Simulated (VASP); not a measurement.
Crystal: Te2Mo.

```
CELL_PARAMETERS angstrom
3.34389 -3.45892 0.00000
3.34389 3.45892 0.00000
0.00000 0.00000 4.47162
ATOMIC_POSITIONS crystal
Te 0.00000 0.50000 0.00000
Te 0.50000 0.00000 0.00000
Mo 0.00000 0.00000 0.00000
```

```yaml
Program: VASP 6.6.1
Task: relaxation of cell and atoms
Functional: PBE
Potentials_or_basis: VASP PAW PBE potentials, release 64 (Te, Mo_sv)
Cutoff: 600 eV
k_mesh: 4 × 4 × 4
Occupations: gaussian, width 0.1 eV
Spin: no spin polarisation
```

At the start: pressure 15.2 GPa; volume 34.48 Å³/atom.

**Question.** Where does the relaxation end?

**Answer.** Over 23 steps the energy falls by 658.7 meV/atom and the volume is 29.03 Å³/atom (-15.8 %); space group P4/mmm (No. 123, to 0.05 Å).

Step by step:
| step | energy change (eV) | largest force (eV/Å) | pressure (GPa) | volume (Å³) |
| --- | --- | --- | --- | --- |
| 1 | 0.0000 | 0.0000 | 15.22 | 103.44 |
| 2 | 1.1252 | 0.0000 | -9.24 | 157.07 |
| 3 | -1.1351 | 0.0000 | -2.38 | 121.85 |
| 4 | -1.1478 | 0.0000 | -1.50 | 120.29 |
| 5 | -1.1487 | 0.0000 | -1.15 | 119.71 |
| 6 | -1.2364 | 0.0000 | -1.37 | 115.99 |
| 7 | -1.4440 | 0.0000 | -1.53 | 106.26 |
| 8 | -1.6644 | 0.0000 | 2.10 | 86.45 |
| 9 | -1.6354 | 0.0000 | -0.95 | 95.65 |
| 10 | -1.6986 | 0.0000 | 0.22 | 90.70 |
| 11 | -1.7478 | 0.0000 | -0.14 | 88.46 |
| 12 | -0.2528 | 0.0000 | 13.60 | 79.52 |
| 13 | -1.7647 | 0.0000 | -0.12 | 88.06 |
| 14 | -1.7492 | 0.0000 | 2.79 | 84.17 |
| 15 | -1.8235 | 0.0000 | 0.09 | 87.16 |
| 16 | -1.8715 | 0.0000 | 1.01 | 85.71 |
| 17 | -1.8736 | 0.0000 | 0.81 | 85.96 |
| 18 | -1.9231 | 0.0000 | -0.70 | 87.92 |
| 19 | -1.9230 | 0.0000 | -0.62 | 87.81 |
| 20 | -1.9701 | 0.0000 | -0.58 | 87.86 |
| 21 | -1.9749 | 0.0000 | -0.54 | 87.84 |
| 22 | -1.9750 | 0.0000 | -0.53 | 87.84 |
| 23 | -1.9760 | 0.0000 | 0.11 | 87.08 |

Final structure:
```yaml
crystal:
  lattice:
    - [3.80475, -3.80865, 0.00000]
    - [3.80475, 3.80865, 0.00000]
    - [0.00000, 0.00000, 3.00456]
  atoms:
    - { symbol: Te, position: [0.00000, 0.50000, 0.00000] }
    - { symbol: Te, position: [0.50000, 0.00000, 0.00000] }
    - { symbol: Mo, position: [0.00000, 0.00000, 0.00000] }
```

Caveat: the volume moved by over 15 % at a fixed basis, so the end points are rough.
